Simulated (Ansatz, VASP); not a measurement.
# Ti: VASP beside Ansatz

```xyz
2
Lattice="2.9500 0.0000 0.0000 -1.4750 2.5548 0.0000 0.0000 0.0000 4.6800" Properties=species:S:1:pos:R:3 pbc="T T T"
Ti    1.4750    0.8516    3.5100
Ti    0.0000    1.7032    1.1700
```

Alike in both runs: task single point; functional PBE; k mesh 4 × 4 × 2; occupations fermi-dirac, width 0.04 eV; no spin polarisation.

|  | VASP | Ansatz |
| --- | --- | --- |
| version | VASP 6.6.1 | Ansatz 0.2.0 |
| potentials or method | VASP PAW PBE potentials, release 64 (Ti_sv), cutoff 520 eV | all-electron LAPW, scalar-relativistic |

|  | VASP | Ansatz | Ansatz less VASP |
| --- | --- | --- | --- |
| gap on the k mesh at the Fermi level (eV) | none | none | - |
| pressure (GPa) | -1.6 | -1.3 | +0.25 |
| traceless stress, the component that is largest in VASP (GPa) | -1.01 | -1.00 | +0.010 |

A gap of «none» marks a metal or a gap that the smearing closes. Ansatz ran all-electron here, and VASP with PAW potentials.

The k mesh is coarse, so the values compare programs but aren't converged. Noted on Ansatz's run: the k mesh is thin for a metal, which can move the energy by tens of meV per atom.
